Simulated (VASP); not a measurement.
Here is a VASP 6.6.1 calculation.

INCAR

```
SYSTEM = TePb
ALGO = Normal
EDIFF = 1E-6
ENCUT = 520
GGA = RE
ISIF = 2
ISMEAR = 0
LASPH = .TRUE.
LCHARG = .FALSE.
LREAL = .FALSE.
LWAVE = .FALSE.
NBANDS = 17
NELM = 60
PREC = Accurate
SIGMA = 0.01
```

KPOINTS

```
k-points
0
G
  6 6 6
  0 0 0
```

POSCAR

```
TePb
1.0
    0.0000000000      3.2213337944      3.2213337944
    3.2213337944      0.0000000000      3.2213337944
    3.2213337944      3.2213337944      0.0000000000
Te Pb
1 1
Direct
    0.5000000000      0.5000000000      0.5000000000
    0.0000000000      0.0000000000      0.0000000000
```

Potentials or basis: VASP PAW PBE potentials, release 64 (Te, Pb_d).

The run is started by

```sh
$ cat potpaw_PBE.64/Te/POTCAR potpaw_PBE.64/Pb_d/POTCAR > POTCAR
$ mpirun -np 1 vasp_std > vasp.out
```

Estimate the pressure.

3.6 GPa.

What does it give for the band gap on the k mesh?

0.76 eV.

Caveat: the cell stands under pressure; the PAW data sets were made with another functional, which shifts forces and pressure a little; spin-orbit coupling is left out, which moves the levels of the heavy elements. A k mesh can miss the band edges.
